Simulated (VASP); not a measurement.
# BeTe (F-43m) in VASP: notebook

Runs on BeTe. Level: PBEsol. Tasks: relaxation of cell and atoms.

Everything below comes from runs of VASP 6.6.1. Logs are shortened: lines on timing, memory, paths and dates and some standing lists are left out, and cuts for length are marked.

**1. The cell of the first run**

The structure is cubic, space group F-43m (No. 216). The conventional cell has a = 5.540 Å, b = 5.540 Å, c = 5.540 Å, α = 90.00°, β = 90.00°, γ = 90.00°. Te (site symmetry -43m) has 4 Be at 2.40 Å within 3.2 Å. Be (site symmetry -43m) has 4 Te at 2.40 Å within 3.2 Å.

**2. Relaxation of cell and atoms, PBEsol**

INCAR reads:

```
PREC = Accurate
ENCUT = 600
EDIFF = 1E-7
ISMEAR = -1
SIGMA = 0.05
LREAL = F
LASPH = T
NELM = 60
ALGO = Normal
ISIF = 3
LWAVE = F
LCHARG = F
GGA = PS
IBRION = 2
NSW = 80
EDIFFG = -0.01
```

KPOINTS reads:

```
regular mesh
0
Gamma
  8 8 8
```

POSCAR reads:

```
BeTe
1.0
    0.0000000000      2.7700000000      2.7700000000
    2.7700000000      0.0000000000      2.7700000000
    2.7700000000      2.7700000000      0.0000000000
Te Be
1 1
Direct
    0.7500000000      0.7500000000      0.7500000000
    0.0000000000      0.0000000000      0.0000000000
```

Potentials or basis: VASP PAW PBE potentials, release 64 (Te, Be).

On the command line:

```
$ cat potpaw_PBE.64/Te/POTCAR potpaw_PBE.64/Be/POTCAR > POTCAR
$ mpirun -np 1 vasp_std > vasp.out
```

OUTCAR:

```text
PREC = Accurate
   ENCUT = 600
   EDIFF = 1E-7
   ISMEAR = -1
   LREAL = F
   LASPH = T
   NELM = 60
   ISIF = 3
   GGA = PS
   IBRION = 2
   NSW = 80
   EDIFFG = -0.01

 ion  position               nearest neighbor table
   1  0.750  0.750  0.750-   2 2.40   2 2.40   2 2.40   2 2.40
   2  0.000  0.000  0.000-   1 2.40   1 2.40   1 2.40   1 2.40

  LATTYP: Found a face centered cubic cell.
 ALAT       =     5.5400000000

  Lattice vectors:

 A1 = (   0.0000000000,   2.7700000000,   2.7700000000)
 A2 = (   2.7700000000,   0.0000000000,   2.7700000000)
 A3 = (   2.7700000000,   2.7700000000,   0.0000000000)

Analysis of symmetry for initial positions (statically):
=====================================================================
 Subroutine PRICEL returns:
 Original cell was already a primitive cell.

 Routine SETGRP: Setting up the symmetry group for a
 face centered cubic supercell.

 Subroutine GETGRP returns: Found 24 space group operations
 (whereof 24 operations were pure point group operations)
 out of a pool of 48 trial point group operations.

The static configuration has the point symmetry T_d .

Analysis of symmetry for dynamics (positions and initial velocities):
=====================================================================
 Subroutine PRICEL returns:
 Original cell was already a primitive cell.

 Routine SETGRP: Setting up the symmetry group for a
 face centered cubic supercell.

 Subroutine GETGRP returns: Found 24 space group operations
 (whereof 24 operations were pure point group operations)
 out of a pool of 48 trial point group operations.

The dynamic configuration has the point symmetry T_d .

 Subroutine INISYM returns: Found 24 space group operations
 (whereof 24 operations are pure point group operations),
 and found     1 'primitive' translations

----------------------------------------------------------------------------------------

                                     Primitive cell

  volume of cell :      42.5079

  direct lattice vectors                    reciprocal lattice vectors
     0.000000000  2.770000000  2.770000000    -0.180505415  0.180505415  0.180505415
     2.770000000  0.000000000  2.770000000     0.180505415 -0.180505415  0.180505415
     2.770000000  2.770000000  0.000000000     0.180505415  0.180505415 -0.180505415

  length of vectors
     3.917371568  3.917371568  3.917371568     0.312644550  0.312644550  0.312644550

  position of ions in fractional coordinates (direct lattice)
     0.750000000  0.750000000  0.750000000
     0.000000000  0.000000000  0.000000000

  ion indices of the primitive-cell ions
   primitive index   ion index
                 1           1
                 2           2

----------------------------------------------------------------------------------------

 KPOINTS: regular mesh

Automatic generation of k-mesh.
 Grid dimensions read from file:
 generate k-points for:    8    8    8

 Generating k-lattice:

  Cartesian coordinates                     Fractional coordinates (reciprocal lattice)
    -0.022563177  0.022563177  0.022563177     0.125000000  0.000000000  0.000000000
     0.022563177 -0.022563177  0.022563177     0.000000000  0.125000000  0.000000000
     0.022563177  0.022563177 -0.022563177     0.000000000  0.000000000  0.125000000

  Length of vectors
     0.039080569  0.039080569  0.039080569

  Shift w.r.t. Gamma in fractional coordinates (k-lattice)
     0.000000000  0.000000000  0.000000000

 Subroutine IBZKPT returns following result:
 ===========================================

 Found     29 irreducible k-points:

 Following reciprocal coordinates:
            Coordinates               Weight
  0.000000  0.000000  0.000000      1.000000
  0.125000  0.000000  0.000000      8.000000
  0.250000  0.000000  0.000000      8.000000
  0.375000  0.000000  0.000000      8.000000
  0.500000  0.000000  0.000000      4.000000
  0.125000  0.125000  0.000000      6.000000
[... 16 lines left out ...]
  0.500000  0.250000  0.125000     48.000000
 -0.375000  0.250000  0.125000     24.000000
 [... further k-points ...]
   k-points           NKPTS =     29   k-points in BZ     NKDIM =     29   number of bands    NBANDS=      8
   number of dos      NEDOS =    301   number of ions     NIONS =      2
   total plane-waves  NPLWV =  32768
   dimension x,y,z NGX =    32 NGY =   32 NGZ =   32
   dimension x,y,z NGXF=    64 NGYF=   64 NGZF=   64
   ions per type =               1   1
   NGX,Y,Z   is equivalent  to a cutoff of  13.58, 13.58, 13.58 a.u.
   NGXF,Y,Z  is equivalent  to a cutoff of  27.16, 27.16, 27.16 a.u.
 SYSTEM =  unknown system
   PREC   = accura    normal or accurate (medium, high low for compatibility)
   ISTART =      0    job   : 0-new  1-cont  2-samecut
   ICHARG =      2    charge: 1-file 2-atom 10-const
   ISPIN  =      1    spin polarized calculation?
   LNONCOLLINEAR =      F non collinear calculations
   LSORBIT =      F    spin-orbit coupling
   LASPH  =      T    aspherical Exc in radial PAW
   ENCUT  =  600.0 eV  44.10 Ry    6.64 a.u.   7.82  7.82  7.82*2*pi/ulx,y,z
   NELM   =     60;   NELMIN=  2; NELMDL= -5     # of ELM steps
   EDIFF  = 0.1E-06   stopping-criterion for ELM
   LREAL  =      F    real-space projection
   EDIFFG = -.1E-01   stopping-criterion for IOM
   NSW    =     80    number of steps for IOM
   IBRION =      2    ionic relax: 0-MD 1-quasi-New 2-CG
   NFREE  =      1    steps in history (QN), initial steepest desc. (CG)
   ISIF   =      3    stress and relaxation
   ISYM   =      2    0-nonsym 1-usesym 2-fastsym
   POTIM  = 0.5000    time-step for ionic-motion
   TEBEG  =    0.0;   TEEND  =   0.0 temperature during run
   PSTRESS=    0.0 pullay stress
   NELECT =       8.0000    total number of electrons
   NUPDOWN=      -1.0000    fix difference up-down
   EMIN   =  10.00;   EMAX   =-10.00  energy-range for DOS
   EFERMI =   0.00;   METHOD = LEGACY
   ISMEAR =    -1;   SIGMA  =   0.05  broadening in eV -4-tet -1-fermi 0-gaus
   EFERMI_NEDOS =   21; number of points for ismear=-14 and -15
   IALGO  =     38    algorithm
   IMIX   =      4    mixing-type and parameters
     AMIX     =   0.40;   BMIX     =  1.00
     AMIX_MAG =   1.60;   BMIX_MAG =  1.00
  volume/ion in A,a.u.               =      21.25       143.43
  Fermi-wavevector in a.u.,A,eV,Ry     =   0.938170  1.772885 11.975354  0.880164
  Thomas-Fermi vector in A             =   2.065355
   LORBIT       =      0    0 simple, 1 ext, 2 COOP (PROOUT), +10 PAW based schemes
   GGA     = PS    functional components
   LHFCALC =     F    Hartree Fock is set to
   AEXX    =    0.0000 exact exchange contribution
   IVDW    =     0    specifies the selected vdW correction
   LEPSILON=     F    determine dielectric tensor
   LRPA    =     F    only Hartree local field effects (RPA)
 conjugate gradient relaxation of ions
 non-spin polarized calculation
  energy-cutoff  :      600.00
  volume of cell :       42.51
 maximum number of plane-waves:      1433
   NGX = 15   NGY = 15   NGZ = 15

--------------------------------------- Ionic step        1  -------------------------------------------

 number of electron       8.0000000 magnetization

 Free energy of the ion-electron system (eV)
  ---------------------------------------------------
  ext. energy  EPLUGINS =         0.00000000
  ---------------------------------------------------
  free energy    TOTEN  =        -8.20301247 eV

  energy without entropy =       -8.20301247  energy(sigma->0) =       -8.20301247

------------------------ aborting loop because EDIFF is reached ----------------------------------------

  FORCE on cell =-STRESS in cart. coord.  units (eV):
  Direction    XX          YY          ZZ          XY          YZ          ZX
  --------------------------------------------------------------------------------------
  -------------------------------------------------------------------------------------
  Total        0.6733646      0.6733646      0.6733646     -0.0000000     -0.0000000      0.0000000
  in kB       25.3799982     25.3799982     25.3799982     -0.0000000     -0.0000000      0.0000000
  external PRESSURE =      25.3799982 kB  Pullay stress =       0.0000000 kB
[... 57 lines left out ...]
  energy  without entropy=       -8.2152017851  energy(sigma->0) =       -8.21520179

--------------------------------------- Ionic step        3  -------------------------------------------

 number of electron       8.0000000 magnetization

 Free energy of the ion-electron system (eV)
  ---------------------------------------------------
  ext. energy  EPLUGINS =         0.00000000
  ---------------------------------------------------
  free energy    TOTEN  =        -8.21593460 eV

  energy without entropy =       -8.21593460  energy(sigma->0) =       -8.21593460

 E-fermi :   6.0429     XC(G=0):  -9.2429

 val. band max:        5.1215687986   @ k =   0.0000   0.0000   0.0000
 cond. band min:       6.9494490482   @ k =   0.5000   0.5000   0.0000
 fundamental gap:      1.8278802496
 Fermi energy:         6.0429196171

 k-point     1 :       0.0000    0.0000    0.0000
  band No.  band energies     occupation
      1      -7.2808      2.00000
      2       5.1216      2.00000
      3       5.1216      2.00000
      4       5.1216      2.00000
      5       8.7120      0.00000
      6       8.7120      0.00000
      7       8.7120      0.00000
      8       8.9297      0.00000
[... 243 lines left out ...]
 k-point    24 :      -0.3750    0.2500    0.1250
  band No.  band energies     occupation
      1      -5.6595      2.00000
      2      -0.0874      2.00000
      3       2.1697      2.00000
      4       3.1729      2.00000
      5       9.2598      0.00000
      6       9.4712      0.00000
      7      11.8103      0.00000
      8      12.8708      0.00000

 [... further k-points ...]

------------------------ aborting loop because EDIFF is reached ----------------------------------------

  FORCE on cell =-STRESS in cart. coord.  units (eV):
  Direction    XX          YY          ZZ          XY          YZ          ZX
  --------------------------------------------------------------------------------------
  -------------------------------------------------------------------------------------
  Total        0.0009079      0.0009079      0.0009079      0.0000000      0.0000000      0.0000000
  in kB        0.0329139      0.0329139      0.0329139      0.0000000      0.0000000      0.0000000
  external PRESSURE =       0.0329139 kB  Pullay stress =       0.0000000 kB
[... 17 lines left out ...]
  FREE ENERGIE OF THE ION-ELECTRON SYSTEM (eV)
  ---------------------------------------------------
  free  energy   TOTEN  =        -8.2159345978 eV

  energy  without entropy=       -8.2159345975  energy(sigma->0) =       -8.21593460

 reached required accuracy - stopping structural energy minimisation
```

Wall time 22 s (1 thread of Intel Xeon Platinum 8375C at 2.90GHz (Ice Lake), shared host); peak memory 0.18 GiB.

Results:

| Property | Result |
| --- | --- |
| Free energy | -8.2159 eV |
| Relaxed volume | 22.10 Å³/atom |
| Relaxed cell | a = 3.968 Å, b = 3.968 Å, c = 3.968 Å, α = 60.00°, β = 60.00°, γ = 60.00° |
| Space group after relaxing (to 0.05 Å) | F-43m (No. 216) |
| Energy gained by relaxing | 6.5 meV/atom |
| Ionic steps | 3 |
| Pressure after relaxing | 0.0 GPa |
| Band gap on the k mesh | 1.83 eV, indirect (least direct gap 3.59 eV) |

The path:
```csv
step,energy change (eV),largest force (eV/Å),pressure (GPa),volume (Å³)
1,0.0000,0.0000,2.54,42.51
2,-0.0122,0.0000,-0.55,44.61
3,-0.0129,0.0000,0.00,44.19
```

Final structure:
```
Te Be
1.0
     0.00000    2.80614    2.80614
     2.80614    0.00000    2.80614
     2.80614    2.80614    0.00000
Te Be
1 1
Direct
  0.75000 0.75000 0.75000
  0.00000 0.00000 0.00000
```

Levels at points of the mesh, in eV from the valence-band top:
```csv
k point,band 2,band 3,band 4,band 5,band 6,band 7
"(0.00, 0.00, 0.00)",0.00,0.00,0.00,3.59,3.59,3.59
"(0.50, 0.00, 0.00)",-5.64,-1.15,-1.15,3.06,4.55,4.55
"(0.50, 0.50, 0.00)",-5.19,-2.70,-2.70,1.83,2.60,9.77
```

Caveat: the PAW data sets were made with another functional, which shifts forces and pressure a little; spin-orbit coupling is left out, which moves the levels of the heavy elements.

**3. Relaxation of cell and atoms, PBEsol, target pressure 5 GPa, at which the enthalpy is minimised**

INCAR reads:

```
PREC = Accurate
ENCUT = 600
EDIFF = 1E-7
ISMEAR = -1
SIGMA = 0.05
LREAL = False
LASPH = True
NELM = 100
ALGO = Normal
ISIF = 3
LWAVE = False
LCHARG = False
GGA = PS
IBRION = 2
NSW = 80
EDIFFG = -0.01
PSTRESS = 50.0
```

KPOINTS is that of step 2.

POSCAR is that of step 2.

Potentials or basis: VASP PAW PBE potentials, release 64 (Te, Be).

On the command line:

```
$ cat potpaw_PBE.64/Te/POTCAR potpaw_PBE.64/Be/POTCAR > POTCAR
$ mpirun -np 1 vasp_std > vasp.out
```

Wall time 23 s (1 thread of Intel Xeon Platinum 8375C at 2.90GHz (Ice Lake), shared host); peak memory 0.18 GiB.

Results (log left out):

```
Free energy                                            : -8.1708 eV
Relaxed volume                                         : 20.56 Å³/atom
Relaxed cell                                           : a = 3.875 Å, b = 3.875 Å, c = 3.875 Å, α = 60.00°, β = 60.00°, γ = 60.00°
Space group after relaxing (to 0.05 Å)                 : F-43m (No. 216)
Energy change on relaxing (the enthalpy is what falls) : +16.1 meV/atom
Ionic steps                                            : 3
Pressure after relaxing                                : 5.0 GPa
Band gap on the k mesh                                 : 1.64 eV, indirect (least direct gap 3.52 eV)
```

Step by step:
```csv
step,energy change (eV),largest force (eV/Å),pressure (GPa),volume (Å³)
1,0.0000,0.0000,2.54,42.51
2,0.0531,0.0000,6.20,40.53
3,0.0322,0.0000,5.01,41.13
```

Final structure:
```
CELL_PARAMETERS angstrom
0.00000 2.73970 2.73970
2.73970 0.00000 2.73970
2.73970 2.73970 0.00000
ATOMIC_POSITIONS crystal
Te 0.75000 0.75000 0.75000
Be 0.00000 0.00000 0.00000
```

Levels at points of the mesh, in eV from the valence-band top:
| k point | band 1 | band 2 | band 3 | band 4 | band 5 | band 6 | band 7 | band 8 |
| --- | --- | --- | --- | --- | --- | --- | --- | --- |
| (0.00, 0.00, 0.00) | -12.91 | 0.00 | 0.00 | 0.00 | 3.52 | 3.52 | 3.52 | 4.35 |
| (0.50, 0.00, 0.00) | -11.34 | -6.13 | -1.28 | -1.28 | 3.26 | 4.51 | 4.51 | 7.62 |
| (0.50, 0.50, 0.00) | -10.76 | -5.59 | -2.98 | -2.98 | 1.64 | 2.49 | 10.23 | 10.23 |

Caveat: the cell is relaxed towards a set pressure, so the enthalpy falls and the energy may rise; the PAW data sets were made with another functional, which shifts forces and pressure a little; spin-orbit coupling is left out, which moves the levels of the heavy elements.

**4. Relaxation of cell and atoms, PBEsol, target pressure 10 GPa, at which the enthalpy is minimised**

INCAR reads:

```
SYSTEM = BeTe
  ALGO = Normal
  EDIFF = 1E-7
  EDIFFG = -0.01
  ENCUT = 600
  GGA = PS
  IBRION = 2
  ISIF = 3
  ISMEAR = -1
  LASPH = .True.
  LCHARG = .False.
  LREAL = .False.
  LWAVE = .False.
  NELM = 100
  NSW = 80
  PREC = Accurate
  PSTRESS = 100.0
  SIGMA = 0.05
```

KPOINTS reads:

```
k-points
0
Gamma
  8 8 8
  0 0 0
```

POSCAR is that of step 3.

On the command line:

```
$ cat potpaw_PBE.64/Te/POTCAR potpaw_PBE.64/Be/POTCAR > POTCAR
$ mpirun -np 1 vasp_std > vasp.out
```

Run time: 24 s. Hardware: 1 thread of Intel Xeon Platinum 8375C at 2.90GHz (Ice Lake), shared host; peak memory 0.18 GiB.

The run converged. Its results:

```
Free energy                                            : -8.0673 eV
Relaxed volume                                         : 19.44 Å³/atom
Relaxed cell                                           : a = 3.803 Å, b = 3.803 Å, c = 3.803 Å, α = 60.00°, β = 60.00°, γ = 60.00°
Space group after relaxing (to 0.05 Å)                 : F-43m (No. 216)
Energy change on relaxing (the enthalpy is what falls) : +67.9 meV/atom
Ionic steps                                            : 3
Pressure after relaxing                                : 10.0 GPa
Band gap on the k mesh                                 : 1.48 eV, indirect (least direct gap 3.45 eV)
```

Step by step:
| step | energy change (eV) | largest force (eV/Å) | pressure (GPa) | volume (Å³) |
| --- | --- | --- | --- | --- |
| 1 | 0.0000 | 0.0000 | 2.54 | 42.51 |
| 2 | 0.3113 | 0.0000 | 16.18 | 36.70 |
| 3 | 0.1357 | 0.0000 | 9.97 | 38.88 |

Final structure:
```yaml
crystal:
  lattice:
    - [0.00000, 2.68881, 2.68881]
    - [2.68881, 0.00000, 2.68881]
    - [2.68881, 2.68881, 0.00000]
  atoms:
    - { symbol: Te, position: [0.75000, 0.75000, 0.75000] }
    - { symbol: Be, position: [0.00000, 0.00000, 0.00000] }
```

Levels at points of the mesh, in eV from the valence-band top:
| k point | band 1 | band 2 | band 3 | band 4 | band 5 | band 6 | band 7 | band 8 |
| --- | --- | --- | --- | --- | --- | --- | --- | --- |
| (0.00, 0.00, 0.00) | -13.34 | 0.00 | 0.00 | 0.00 | 3.45 | 3.45 | 3.45 | 4.79 |
| (0.50, 0.00, 0.00) | -11.61 | -6.54 | -1.39 | -1.39 | 3.42 | 4.46 | 4.46 | 7.56 |
| (0.50, 0.50, 0.00) | -10.97 | -5.93 | -3.23 | -3.23 | 1.48 | 2.38 | 10.60 | 10.60 |

Caveat: the cell is relaxed towards a set pressure, so the enthalpy falls and the energy may rise; the PAW data sets were made with another functional, which shifts forces and pressure a little; spin-orbit coupling is left out, which moves the levels of the heavy elements. PBEsol gaps usually lie below the measured ones, often by a third to a half.

**5. Summary**

```tsv
cell	gap on the mesh (eV)	pressure (GPa)
relaxed	1.83	0.0
relaxed to 5 GPa	1.64	5.0
relaxed to 10 GPa	1.48	10.0
```

Alike in all rows: task relaxation of cell and atoms; level PBEsol; potentials or basis VASP PAW PBE potentials, release 64 (Te, Be); no spin polarisation; k mesh 8 × 8 × 8; cutoff (eV) 600; smearing fermi-dirac 0.05 eV.

Caveats: the PAW data sets were made with another functional, which shifts forces and pressure a little; spin-orbit coupling is left out, which moves the levels of the heavy elements; the cell is relaxed towards a set pressure, so the enthalpy falls and the energy may rise (some runs).

Absolute energies hang on the potentials; compare differences alone.
